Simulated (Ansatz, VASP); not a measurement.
# GaN in VASP and in Ansatz

```
Ga N
1.0
     0.00000    2.27419    2.27419
     2.27419    0.00000    2.27419
     2.27419    2.27419    0.00000
Ga N
1 1
Direct
  0.00000 0.00000 0.00000
  0.75000 0.75000 0.75000
```

Alike in both runs: functional PBE; k mesh 10 × 10 × 10; occupations gaussian, width 0.02 eV; no spin polarisation.

Ansatz relaxed the structure, and its values are those at the end. VASP's run is a single point on that final structure, the one shown.

|  | VASP | Ansatz |
| --- | --- | --- |
| version | VASP 6.6.1 | Ansatz 0.2.0 |
| potentials or method | VASP PAW PBE potentials, release 64 (Ga_d, N), cutoff 520 eV | scalar-relativistic, plane waves, PAW |
| valence electrons in the cell | 18 | 18 |

|  | VASP | Ansatz | Ansatz less VASP |
| --- | --- | --- | --- |
| gap on the k mesh at the Fermi level (eV) | 1.55 | 1.54 | -0.006 |
| least direct gap on the mesh (eV) | 1.55 | 1.54 | -0.006 |
| pressure (GPa) | 0.1 | 0.0 | -0.08 |
